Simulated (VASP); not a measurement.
# KBr (R-3m) in VASP: further runs

The runs below take KBr through single point, with PBE.

Everything below comes from runs of VASP 6.6.1. Logs are shortened: lines on timing, memory, paths and dates and some standing lists are left out, and cuts for length are marked.

## 1. The cell of the first run

The structure is trigonal, space group R-3m (No. 166). Conventional cell: a = 4.152 Å, b = 4.152 Å, c = 14.342 Å, α = 90.00°, β = 90.00°, γ = 120.00°. Within 4.5 Å of K (site symmetry -3m) lie 6 Br at 3.39 Å and 6 K at 4.15 Å. Br (site symmetry -3m) has 6 K at 3.39 Å and 6 Br at 4.15 Å within 4.5 Å.

## 2. Single point, PBE

Input file INCAR:

```
SYSTEM = KBr
ALGO = Normal ; EDIFF = 1E-7
ENCUT = 520 ; GGA = PE
ISIF = 2 ; ISMEAR = 0
LASPH = .TRUE. ; LCHARG = .FALSE.
LREAL = .FALSE. ; LWAVE = .FALSE.
NBANDS = 15 ; NELM = 60
PREC = Accurate ; SIGMA = 0.05
```

Input file KPOINTS:

```
k-points
0
G
  8 8 8
  0 0 0
```

Input file POSCAR:

```
KBr
1.0
    0.8025621558      3.7387651650      3.7387651650
    3.7387651650      0.8025621558      3.7387651650
    3.7387651650      3.7387651650      0.8025621558
K Br
1 1
Direct
    0.0000000000      0.0000000000      0.0000000000
    0.5000000000      0.5000000000      0.5000000000
```

Potentials or basis: VASP PAW PBE potentials, release 64 (K_sv, Br).

Launch:

```sh
cat potpaw_PBE.64/K_sv/POTCAR potpaw_PBE.64/Br/POTCAR > POTCAR
mpirun -np 1 vasp_std > vasp.out
```

OUTCAR:

```text
SYSTEM = KBr
   EDIFF = 1E-7
   ENCUT = 520
   GGA = PE
   ISIF = 2
   ISMEAR = 0
   LASPH = .TRUE.
   LREAL = .FALSE.
   NELM = 60
   PREC = Accurate

 ion  position               nearest neighbor table
   1  0.000  0.000  0.000-
   2  0.500  0.500  0.500-

  LATTYP: Found a trigonal (rhomboedric) cell.
 ALAT       =     5.3479749375
 COS(alpha) =     0.6985651702

  Lattice vectors:

 A1 = (   0.8025621558,   3.7387651650,   3.7387651650)
 A2 = (   3.7387651650,   0.8025621558,   3.7387651650)
 A3 = (   3.7387651650,   3.7387651650,   0.8025621558)

Analysis of symmetry for initial positions (statically):
=====================================================================
 Subroutine PRICEL returns:
 Original cell was already a primitive cell.

 Routine SETGRP: Setting up the symmetry group for a
 trigonal (rhombohedral) supercell.

 Subroutine GETGRP returns: Found 12 space group operations
 (whereof 12 operations were pure point group operations)
 out of a pool of 12 trial point group operations.

The static configuration has the point symmetry D_3d.

Analysis of symmetry for dynamics (positions and initial velocities):
=====================================================================
 Subroutine PRICEL returns:
 Original cell was already a primitive cell.

 Routine SETGRP: Setting up the symmetry group for a
 trigonal (rhombohedral) supercell.

 Subroutine GETGRP returns: Found 12 space group operations
 (whereof 12 operations were pure point group operations)
 out of a pool of 12 trial point group operations.

The dynamic configuration has the point symmetry D_3d.

 Subroutine INISYM returns: Found 12 space group operations
 (whereof 12 operations are pure point group operations),
 and found     1 'primitive' translations

----------------------------------------------------------------------------------------

                                     Primitive cell

  volume of cell :      71.3851

  direct lattice vectors                    reciprocal lattice vectors
     0.802562156  3.738765165  3.738765165    -0.186793405  0.153782501  0.153782501
     3.738765165  0.802562156  3.738765165     0.153782501 -0.186793405  0.153782501
     3.738765165  3.738765165  0.802562156     0.153782501  0.153782501 -0.186793405

  length of vectors
     5.347974937  5.347974937  5.347974937     0.286687794  0.286687794  0.286687794

[... 83 lines left out ...]
   NSW    =      0    number of steps for IOM
   IBRION =     -1    ionic relax: 0-MD 1-quasi-New 2-CG
   NFREE  =      0    steps in history (QN), initial steepest desc. (CG)
   ISIF   =      2    stress and relaxation
   ISYM   =      2    0-nonsym 1-usesym 2-fastsym
   POTIM  = 0.5000    time-step for ionic-motion
   TEBEG  =    0.0;   TEEND  =   0.0 temperature during run
   PSTRESS=    0.0 pullay stress
   NELECT =      16.0000    total number of electrons
   NUPDOWN=      -1.0000    fix difference up-down
   EMIN   =  10.00;   EMAX   =-10.00  energy-range for DOS
   EFERMI =   0.00;   METHOD = LEGACY
   ISMEAR =     0;   SIGMA  =   0.05  broadening in eV -4-tet -1-fermi 0-gaus
   EFERMI_NEDOS =   21; number of points for ismear=-14 and -15
   IALGO  =     38    algorithm
   IMIX   =      4    mixing-type and parameters
     AMIX     =   0.40;   BMIX     =  1.00
     AMIX_MAG =   1.60;   BMIX_MAG =  1.00
  volume/ion in A,a.u.               =      35.69       240.87
  Fermi-wavevector in a.u.,A,eV,Ry     =   0.994441  1.879221 13.454978  0.988913
  Thomas-Fermi vector in A             =   2.126392
   LORBIT       =      0    0 simple, 1 ext, 2 COOP (PROOUT), +10 PAW based schemes
   GGA     = PE    functional components
   LHFCALC =     F    Hartree Fock is set to
   AEXX    =    0.0000 exact exchange contribution
   IVDW    =     0    specifies the selected vdW correction
   LEPSILON=     F    determine dielectric tensor
   LRPA    =     F    only Hartree local field effects (RPA)
 non-spin polarized calculation
 Gauss-broadening in eV      SIGMA  =   0.05
  energy-cutoff  :      520.00
  volume of cell :       71.39
 maximum number of plane-waves:      1949
   NGX = 19   NGY = 19   NGZ = 19

 number of electron      15.9999999 magnetization

 Free energy of the ion-electron system (eV)
  ---------------------------------------------------
  ext. energy  EPLUGINS =         0.00000000
  ---------------------------------------------------
  free energy    TOTEN  =        -5.93319706 eV

  energy without entropy =       -5.93319706  energy(sigma->0) =       -5.93319706

 E-fermi :  -0.6596     XC(G=0):  -7.4400

 val. band max:       -0.9439402350   @ k =   0.0000   0.0000   0.0000
 cond. band min:       2.2416446500   @ k =   0.0000   0.0000   0.0000
 fundamental gap:      3.1855848850
 Fermi energy:        -0.6595622054

 k-point     1 :       0.0000    0.0000    0.0000
  band No.  band energies     occupation
      1     -29.8626      2.00000
      2     -13.7350      2.00000
      3     -13.3220      2.00000
      4     -13.3220      2.00000
      5     -13.2718      2.00000
      6      -2.0174      2.00000
      7      -0.9439      2.00000
      8      -0.9439      2.00000
      9       2.2416      0.00000
     10       5.2666      0.00000
     11       6.5288      0.00000
     12       6.5288      0.00000
     13       7.3758      0.00000
     14       7.3758      0.00000
[... 401 lines left out ...]
      2     -13.8883      2.00000
      3     -13.3506      2.00000
      4     -13.3409      2.00000
      5     -13.0421      2.00000
      6      -2.3035      2.00000
      7      -1.8696      2.00000
      8      -1.2078      2.00000
      9       3.8460      0.00000
     10       6.0664      0.00000
     11       6.7699      0.00000
     12       7.4067      0.00000
     13       7.4593      0.00000
     14       8.4911      0.00000
     15       9.0957      0.00000

 [... further k-points ...]
[... 5 lines left out ...]
  --------------------------------------------------------------------------------------
  -------------------------------------------------------------------------------------
  Total        0.0664971      0.0664971      0.0664971     -0.9983803     -0.9983803     -0.9983803
  in kB        1.4924709      1.4924709      1.4924709    -22.4078015    -22.4078015    -22.4078015
  external PRESSURE =       1.4924709 kB  Pullay stress =       0.0000000 kB

 VOLUME and BASIS-vectors are now :
 -----------------------------------------------------------------------------
  energy-cutoff  :      520.00
  volume of cell :       71.39
      direct lattice vectors                 reciprocal lattice vectors
     0.802562156  3.738765165  3.738765165    -0.186793405  0.153782501  0.153782501
     3.738765165  0.802562156  3.738765165     0.153782501 -0.186793405  0.153782501
     3.738765165  3.738765165  0.802562156     0.153782501  0.153782501 -0.186793405

 POSITION                                       TOTAL-FORCE (eV/Angst)
 -----------------------------------------------------------------------------------
      0.00000      0.00000      0.00000         0.000000      0.000000     -0.000000
      4.14005      4.14005      4.14005         0.000000     -0.000000      0.000000
 -----------------------------------------------------------------------------------
    total drift:                                0.000000     -0.000000     -0.000000

  FREE ENERGIE OF THE ION-ELECTRON SYSTEM (eV)
  ---------------------------------------------------
  free  energy   TOTEN  =        -5.9331970630 eV

  energy  without entropy=       -5.9331970630  energy(sigma->0) =       -5.93319706
```

OSZICAR:

```text
N       E                     dE             d eps       ncg     rms          rms(c)
DAV:   1     0.100300575434E+03    0.10030E+03   -0.68924E+03  1950   0.936E+02
DAV:   2    -0.259881606939E-01   -0.10033E+03   -0.91928E+02  2484   0.230E+02
DAV:   3    -0.596649417086E+01   -0.59405E+01   -0.59075E+01  2772   0.495E+01
DAV:   4    -0.619208843306E+01   -0.22559E+00   -0.22556E+00  2832   0.844E+00
DAV:   5    -0.619389844451E+01   -0.18100E-02   -0.18100E-02  2814   0.847E-01    0.279E+00
DAV:   6    -0.596638804317E+01    0.22751E+00   -0.20249E-01  2524   0.241E+00    0.206E+00
DAV:   7    -0.592660983258E+01    0.39778E-01   -0.12500E-01  2664   0.214E+00    0.104E+00
DAV:   8    -0.593213706917E+01   -0.55272E-02   -0.21604E-02  2461   0.101E+00    0.152E-01
DAV:   9    -0.593266895579E+01   -0.53189E-03   -0.10160E-03  2806   0.228E-01    0.965E-02
DAV:  10    -0.593318359878E+01   -0.51464E-03   -0.75423E-04  2097   0.168E-01    0.213E-02
DAV:  11    -0.593319182860E+01   -0.82298E-05   -0.33270E-05  3156   0.349E-02    0.828E-03
DAV:  12    -0.593319697539E+01   -0.51468E-05   -0.75541E-06  2097   0.195E-02    0.288E-03
DAV:  13    -0.593319706298E+01   -0.87591E-07   -0.15173E-07  2742   0.292E-03
   1 F= -.59331971E+01 E0= -.59331971E+01  d E =-.101985E-17
```

stdout:

```text
POSCAR found type information on POSCAR K Br
 POSCAR found :  2 types and       2 ions
 scaLAPACK will be used
 LDA part: xc-table for (Slater+PW92), standard interpolation
 POSCAR, INCAR and KPOINTS ok, starting setup
 FFT: planning ... GRIDC
 FFT: planning ... GRID_SOFT
 FFT: planning ... GRID
 WAVECAR not read
 entering main loop
```

Wall time 1.8 min (1 thread of Intel Xeon Platinum 8488C (Sapphire Rapids), shared host); peak memory 0.26 GiB.

What came out:

```
Free energy            : -5.9332 eV
Pressure               : 0.1 GPa
Band gap on the k mesh : 3.19 eV, direct
```

## 3. Single point, PBE

This run uses another cell than the first one, of the same volume but with other edges.

Input file INCAR:

```
  PREC = Accurate
  ENCUT = 520
  EDIFF = 1E-6
  ISMEAR = 0
  SIGMA = 0.05
  LREAL = F
  LASPH = T
  NELM = 100
  ALGO = Normal
  ISIF = 2
  LWAVE = F
  LCHARG = F
  GGA = PE
  NBANDS = 15
```

Input file KPOINTS:

```
Automatic mesh
0
Gamma
  8 8 8
```

Input file POSCAR:

```
KBr
1.0
   -1.0409841071      2.8627062946      2.8627062946
    2.8627062946     -1.0409841071      2.8627062946
    2.8627062946      2.8627062946     -1.0409841071
K Br
1 1
Direct
    0.0000000000      0.0000000000      0.0000000000
    0.5000000000      0.5000000000      0.5000000000
```

Potentials or basis: VASP PAW PBE potentials, release 64 (K_sv, Br).

Launch:

```sh
cat potpaw_PBE.64/K_sv/POTCAR potpaw_PBE.64/Br/POTCAR > POTCAR
mpirun -np 1 vasp_std > vasp.out
```

Wall time 51 s (1 thread of Intel Xeon Platinum 8488C (Sapphire Rapids), shared host); peak memory 0.21 GiB.

The run converged. Its results:

| Item | Value |
| --- | --- |
| Free energy | -6.0699 eV |
| Pressure | -0.6 GPa |
| Band gap on the k mesh | 3.77 eV, indirect (least direct gap 3.78 eV) |

Stress tensor (GPa, compression positive):
```
-0.59  0.18  0.18
 0.18 -0.59  0.18
 0.18  0.18 -0.59
```

Levels at points of the mesh, in eV from the valence-band top:
```tsv
k point	band 5	band 6	band 7	band 8	band 9	band 10	band 11	band 12
(0.00, 0.00, 0.00)	-12.06	-0.27	-0.27	-0.01	3.77	6.11	6.11	9.03
(0.50, 0.00, 0.00)	-11.81	-1.64	-0.34	-0.05	6.26	7.24	7.44	8.95
(0.50, 0.50, 0.00)	-12.04	-1.22	-1.06	0.00	5.34	6.51	8.20	8.21
(0.50, 0.50, 0.50)	-12.02	-1.25	-1.12	-1.12	6.60	7.89	7.89	8.52
```

 A k mesh can miss the band edges.

[end of part 1 of 2]
